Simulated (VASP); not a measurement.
Input of a VASP 6.6.1 run:

File INCAR:

```
PREC = Accurate
ENCUT = 600
EDIFF = 1E-6
ISMEAR = -1
SIGMA = 0.05
LREAL = False
LASPH = True
NELM = 120
ALGO = Normal
ISIF = 2
LWAVE = False
LCHARG = True
GGA = RE
IVDW = 12
LELF = True
LVHAR = True
NBANDS = 12
GGA_COMPAT = False
```

The input KPOINTS:

```
regular mesh
0
Gamma
  13 13 13
```

The input POSCAR:

```
Cu
1.0
    0.0000000000      1.8312856224      1.8312856224
    1.8312856224      0.0000000000      1.8312856224
    1.8312856224      1.8312856224      0.0000000000
Cu
1
Direct
    0.0000000000      0.0000000000      0.0000000000
```

Potentials or basis: VASP PAW PBE potentials, release 64 (Cu).

The run is started by

```console
$ cat potpaw_PBE.64/Cu/POTCAR > POTCAR
$ mpirun -np 1 vasp_std > vasp.out
```

**Question.** What does it give for the pressure?

**Answer.** -14.5 GPa.

**Question.** Predict the dispersion energy per atom.

**Answer.** -1.080 eV.

Caveat: the PAW data sets were made with another functional, which shifts forces and pressure a little; pairwise dispersion overbinds metals, which lowers pressure and volume.
